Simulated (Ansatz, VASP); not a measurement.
# Si in VASP and in Ansatz

The input INCAR:

```
ALGO = Normal
EDIFF = 1E-6
ENCUT = 520
ISIF = 2
ISMEAR = 0
LASPH = True
LCHARG = True
LELF = True
LREAL = False
LVHAR = True
LWAVE = False
NBANDS = 16
NELM = 100
PREC = Accurate
SIGMA = 0.03
```

The input KPOINTS:

```
k-points
0
Gamma
  12 12 6
```

File POSCAR:

```
Si
1.0
    3.8016851185      0.0000000000      0.0000000000
   -1.9008425593      3.2923558898      0.0000000000
    0.0000000000      0.0000000000      6.2886938331
Si
4
Direct
    0.3333333333      0.6666666667      0.0630360460
    0.6666666667      0.3333333333      0.5630360460
    0.3333333333      0.6666666667      0.4369639540
    0.6666666667      0.3333333333      0.9369639540
```

Input for Ansatz:

```yaml
crystal:
  lattice:
    - [3.8016851185, 0.0, 0.0]
    - [-1.9008425593, 3.2923558898, 0.0]
    - [0.0, 0.0, 6.2886938331]
  atoms:
    - { symbol: Si, position: [0.3333333333, 0.6666666667, 0.063036046] }
    - { symbol: Si, position: [0.6666666667, 0.3333333333, 0.563036046] }
    - { symbol: Si, position: [0.3333333333, 0.6666666667, 0.436963954] }
    - { symbol: Si, position: [0.6666666667, 0.3333333333, 0.936963954] }
basis:
  ecutwfc: 420
kpoints:
  mp_grid: { grid: [12, 12, 6] }
hamiltonian:
  xc: lda
  pseudopotentials: { kind: paw, azcp: { folder: soft_1 } }
scf:
  occupations: { method: gaussian, width: 0.03 }
output:
  forces: true
  stress: true
  eigenvalues: true
```

Alike in both runs: task single point; functional LDA; k mesh 12 × 12 × 6; occupations gaussian, width 0.03 eV; no spin polarisation.

|  | VASP | Ansatz |
| --- | --- | --- |
| version | VASP 6.6.1 | Ansatz 0.2.0 |
| potentials or method | VASP PAW LDA potentials, release 64 (Si), cutoff 520 eV | scalar-relativistic, plane waves, PAW |
| valence electrons in the cell | 16 | 16 |

```tsv
	VASP	Ansatz	Ansatz less VASP
gap on the k mesh at the Fermi level (eV)	0.27	0.27	+0.004
least direct gap on the mesh (eV)	1.00	0.99	-0.007
pressure (GPa)	0.1	0.0	-0.06
```

Ansatz warns that its potentials were made for another functional, while VASP's fit it. LDA's correlation is that of Perdew and Zunger in VASP and of Perdew and Wang (1992) in Ansatz.
